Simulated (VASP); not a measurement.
# Ru (P6_3/mmc) in VASP: further runs

Runs on Ru. Level: PBEsol. Tasks: single point.

Program: VASP 6.6.1. These are calculated values, not measurements. Logs are shortened: lines on timing, memory, paths and dates and some standing lists are left out, and cuts for length are marked.

## Step 1: The cell of the first run

The structure is hexagonal, space group P6_3/mmc (No. 194). Conventional cell: a = 2.763 Å, b = 2.763 Å, c = 4.031 Å, α = 90.00°, β = 90.00°, γ = 120.00°. Ru (site symmetry -6m2) has 12 Ru at 2.57 to 2.76 Å within 3.4 Å.

## Step 2: Single point, PBEsol (volume 13.321 Å^3 an atom, c/a of the conventional cell 1.4592)

Contents of INCAR:

```
  ALGO = Fast
  EDIFF = 1E-6
  ENCUT = 520
  GGA = PS
  ISIF = 2
  ISMEAR = 0
  LASPH = T
  LCHARG = T
  LELF = T
  LREAL = F
  LVHAR = T
  LWAVE = F
  NBANDS = 21
  NELM = 60
  PREC = Accurate
  SIGMA = 0.15
```

Contents of KPOINTS:

```
k-points
0
Gamma
  21 21 12
```

Contents of POSCAR:

```
Ru
1.0
    2.7625278427      0.0000000000      0.0000000000
   -1.3812639213      2.3924192905      0.0000000000
    0.0000000000      0.0000000000      4.0310806281
Ru
2
Direct
    0.3333333333      0.6666666667      0.2500000000
    0.6666666667      0.3333333333      0.7500000000
```

Potentials or basis: VASP PAW PBE potentials, release 64 (Ru_pv).

Launch:

```
cat potpaw_PBE.64/Ru_pv/POTCAR > POTCAR
mpirun -np 1 vasp_std > vasp.out
```

OUTCAR:

```text
EDIFF = 1E-6
   ENCUT = 520
   GGA = PS
   ISIF = 2
   ISMEAR = 0
   LASPH = T
   LREAL = F
   NELM = 60
   PREC = Accurate

 ion  position               nearest neighbor table
   1  0.333  0.667  0.250-   2 2.57   2 2.57   2 2.57   2 2.57   2 2.57   2 2.57
   2  0.667  0.333  0.750-   1 2.57   1 2.57   1 2.57   1 2.57   1 2.57   1 2.57

  LATTYP: Found a hexagonal cell.
 ALAT       =     2.7625278427
 C/A-ratio  =     1.4592000000

  Lattice vectors:

 A1 = (   2.7625278427,   0.0000000000,   0.0000000000)
 A2 = (  -1.3812639213,   2.3924192905,   0.0000000000)
 A3 = (   0.0000000000,   0.0000000000,   4.0310806281)

Analysis of symmetry for initial positions (statically):
=====================================================================
 Subroutine PRICEL returns:
 Original cell was already a primitive cell.

 Routine SETGRP: Setting up the symmetry group for a
 hexagonal supercell.

 Subroutine GETGRP returns: Found 24 space group operations
 (whereof 12 operations were pure point group operations)
 out of a pool of 24 trial point group operations.

The static configuration has the point symmetry D_3d.
 The point group associated with its full space group is D_6h.

Analysis of symmetry for dynamics (positions and initial velocities):
=====================================================================
 Subroutine PRICEL returns:
 Original cell was already a primitive cell.

 Routine SETGRP: Setting up the symmetry group for a
 hexagonal supercell.

 Subroutine GETGRP returns: Found 24 space group operations
 (whereof 12 operations were pure point group operations)
 out of a pool of 24 trial point group operations.

The dynamic configuration has the point symmetry D_3d.
 The point group associated with its full space group is D_6h.

 Subroutine INISYM returns: Found 24 space group operations
 (whereof 12 operations are pure point group operations),
 and found     1 'primitive' translations

----------------------------------------------------------------------------------------

                                     Primitive cell

  volume of cell :      26.6419

[... 81 lines left out ...]
   ICHARG =      2    charge: 1-file 2-atom 10-const
   ISPIN  =      1    spin polarized calculation?
   LNONCOLLINEAR =      F non collinear calculations
   LSORBIT =      F    spin-orbit coupling
   LASPH  =      T    aspherical Exc in radial PAW
   ENCUT  =  520.0 eV  38.22 Ry    6.18 a.u.   5.14  5.14  7.50*2*pi/ulx,y,z
   NELM   =     60;   NELMIN=  2; NELMDL= -5     # of ELM steps
   EDIFF  = 0.1E-05   stopping-criterion for ELM
   LREAL  =      F    real-space projection
   EDIFFG = 0.1E-04   stopping-criterion for IOM
   NSW    =      0    number of steps for IOM
   IBRION =     -1    ionic relax: 0-MD 1-quasi-New 2-CG
   NFREE  =      0    steps in history (QN), initial steepest desc. (CG)
   ISIF   =      2    stress and relaxation
   ISYM   =      2    0-nonsym 1-usesym 2-fastsym
   POTIM  = 0.5000    time-step for ionic-motion
   TEBEG  =    0.0;   TEEND  =   0.0 temperature during run
   PSTRESS=    0.0 pullay stress
   NELECT =      28.0000    total number of electrons
   NUPDOWN=      -1.0000    fix difference up-down
   EMIN   =  10.00;   EMAX   =-10.00  energy-range for DOS
   EFERMI =   0.00;   METHOD = LEGACY
   ISMEAR =     0;   SIGMA  =   0.15  broadening in eV -4-tet -1-fermi 0-gaus
   EFERMI_NEDOS =   21; number of points for ismear=-14 and -15
   IALGO  =     68    algorithm
   IMIX   =      4    mixing-type and parameters
     AMIX     =   0.40;   BMIX     =  1.00
     AMIX_MAG =   1.60;   BMIX_MAG =  1.00
  volume/ion in A,a.u.               =      13.32        89.89
  Fermi-wavevector in a.u.,A,eV,Ry     =   1.664456  3.145366 37.693775  2.770414
  Thomas-Fermi vector in A             =   2.750997
   LORBIT       =      0    0 simple, 1 ext, 2 COOP (PROOUT), +10 PAW based schemes
   GGA     = PS    functional components
   LHFCALC =     F    Hartree Fock is set to
   AEXX    =    0.0000 exact exchange contribution
   IVDW    =     0    specifies the selected vdW correction
   LEPSILON=     F    determine dielectric tensor
   LRPA    =     F    only Hartree local field effects (RPA)
 non-spin polarized calculation
 RMM-DIIS sequential band-by-band and
 Gauss-broadening in eV      SIGMA  =   0.15
  energy-cutoff  :      520.00
  volume of cell :       26.64
 maximum number of plane-waves:       731
 NGX is ok and might be reduce to    24
   NGX = 11   NGY = 11   NGZ = 15

 number of electron      28.0000007 magnetization

 Free energy of the ion-electron system (eV)
  ---------------------------------------------------
  ext. energy  EPLUGINS =         0.00000000
  ---------------------------------------------------
  free energy    TOTEN  =       -20.18940565 eV

  energy without entropy =      -20.17221200  energy(sigma->0) =      -20.18080883

 E-fermi :  13.0849     XC(G=0): -14.3884

 val. band max:       13.0743744949   @ k =   0.4762   0.0000   0.3333
 cond. band min:      13.0861426111   @ k =   0.4286   0.0476   0.5000
 fundamental gap:      0.0117681162
 Fermi energy:        13.0848663684

 k-point     1 :       0.0000    0.0000    0.0000
  band No.  band energies     occupation
      1     -30.7449      2.00000
      2     -29.7352      2.00000
      3     -29.7352      2.00000
      4     -29.4644      2.00000
      5     -29.4644      2.00000
      6     -29.3229      2.00000
[... 565 lines left out ...]
     20      23.3282      0.00000
     21      24.3769      0.00000

 [... further k-points ...]

------------------------ aborting loop because EDIFF is reached ----------------------------------------

  FORCE on cell =-STRESS in cart. coord.  units (eV):
  Direction    XX          YY          ZZ          XY          YZ          ZX
  --------------------------------------------------------------------------------------
  -------------------------------------------------------------------------------------
  Total       -1.4252546     -1.4252546      4.5868649     -0.0000000      0.0000000      0.0000000
  in kB      -85.7112030    -85.7112030    275.8424399     -0.0000000      0.0000000      0.0000000
  external PRESSURE =      34.8066780 kB  Pullay stress =       0.0000000 kB

 VOLUME and BASIS-vectors are now :
 -----------------------------------------------------------------------------
  energy-cutoff  :      520.00
  volume of cell :       26.64
      direct lattice vectors                 reciprocal lattice vectors
     2.762527843  0.000000000  0.000000000     0.361987302  0.208993466  0.000000000
    -1.381263921  2.392419290  0.000000000     0.000000000  0.417986932  0.000000000
     0.000000000  0.000000000  4.031080628     0.000000000  0.000000000  0.248072438

 POSITION                                       TOTAL-FORCE (eV/Angst)
 -----------------------------------------------------------------------------------
     -0.00000      1.59495      1.00777        -0.000000      0.000000      0.000000
      1.38126      0.79747      3.02331         0.000000     -0.000000      0.000000
 -----------------------------------------------------------------------------------
    total drift:                               -0.000000      0.000000     -0.000000

  FREE ENERGIE OF THE ION-ELECTRON SYSTEM (eV)
  ---------------------------------------------------
  free  energy   TOTEN  =       -20.1894056516 eV

  energy  without entropy=      -20.1722120027  energy(sigma->0) =      -20.18080883
```

stdout:

```text
POSCAR found type information on POSCAR Ru
 POSCAR found :  1 types and       2 ions
 scaLAPACK will be used
 -----------------------------------------------------------------------------
|                                                                             |
|                                                                             |
|     You enforced a specific xc type in the INCAR file but a different       |
|     I HOPE YOU KNOW WHAT YOU ARE DOING!                                     |
|                                                                             |
 -----------------------------------------------------------------------------

 LDA part: xc-table for (Slater+PW92), standard interpolation
 POSCAR, INCAR and KPOINTS ok, starting setup
 FFT: planning ... GRIDC
 FFT: planning ... GRID_SOFT
 FFT: planning ... GRID
 WAVECAR not read
 entering main loop
```

Wall time 72 s (1 thread of Intel Xeon Platinum 8559C (Emerald Rapids), shared host); peak memory 0.26 GiB.

What came out:

```
Free energy            : -20.1894 eV
Pressure               : 3.5 GPa
Band gap on the k mesh : zero (band 14 reaches 14.43 eV, above the bottom of band 15 at 11.28 eV)
```

Levels at points of the mesh, in eV from the Fermi level:
| k point | band 12 | band 13 | band 14 | band 15 | band 16 | band 17 |
| --- | --- | --- | --- | --- | --- | --- |
| (0.00, 0.00, 0.00) | -2.09 | -1.91 | -1.91 | -1.75 | 1.20 | 1.20 |
| (0.00, 0.00, 0.50) | -3.23 | -2.36 | -2.36 | 0.67 | 0.67 | 0.67 |

Caveat: the PAW data sets were made with another functional, which shifts forces and pressure a little.

## Step 3: Single point, PBEsol (volume 13.321 Å^3 an atom, c/a of the conventional cell 1.5067)

Contents of INCAR:

```
SYSTEM = Ru
PREC = Accurate ; ENCUT = 520
EDIFF = 1E-6 ; ISMEAR = 0
SIGMA = 0.15 ; LREAL = .FALSE.
LASPH = .TRUE. ; NELM = 80
ALGO = Fast ; ISIF = 2
LWAVE = .FALSE. ; LCHARG = .FALSE.
GGA = PS ; NBANDS = 21
```

Contents of KPOINTS:

```
regular mesh
0
G
  21 21 12
  0 0 0
```

Contents of POSCAR:

```
Ru
1.0
    2.7331869686      0.0000000000      0.0000000000
   -1.3665934843      2.3670093481      0.0000000000
    0.0000000000      0.0000000000      4.1180928056
Ru
2
Direct
    0.3333333333      0.6666666667      0.2500000000
    0.6666666667      0.3333333333      0.7500000000
```

Potentials or basis: VASP PAW PBE potentials, release 64 (Ru_pv).

Launch:

```
cat potpaw_PBE.64/Ru_pv/POTCAR > POTCAR
mpirun -np 1 vasp_std > vasp.out
```

It took 72 s on 1 thread of Intel Xeon Platinum 8559C (Emerald Rapids), shared host; peak memory 0.25 GiB.

It converged, with:

```yaml
Free_energy: -20.2932 eV
Pressure: 1.5 GPa
Band_gap_on_the_k_mesh: zero (band 14 reaches 14.46 eV, above the bottom of band 15 at 11.20 eV)
```

Stress tensor (GPa, compression positive):
```
-5.85  0.00  0.00
 0.00 -5.85  0.00
 0.00  0.00 16.22
```

Levels at points of the mesh, in eV from the Fermi level:
| k point | band 12 | band 13 | band 14 | band 15 | band 16 | band 17 |
| --- | --- | --- | --- | --- | --- | --- |
| (0.00, 0.00, 0.00) | -1.93 | -1.93 | -1.83 | -1.83 | 1.20 | 1.20 |
| (0.00, 0.00, 0.50) | -3.07 | -2.54 | -2.54 | 0.61 | 0.61 | 0.61 |

Caveat: the PAW data sets were made with another functional, which shifts forces and pressure a little.
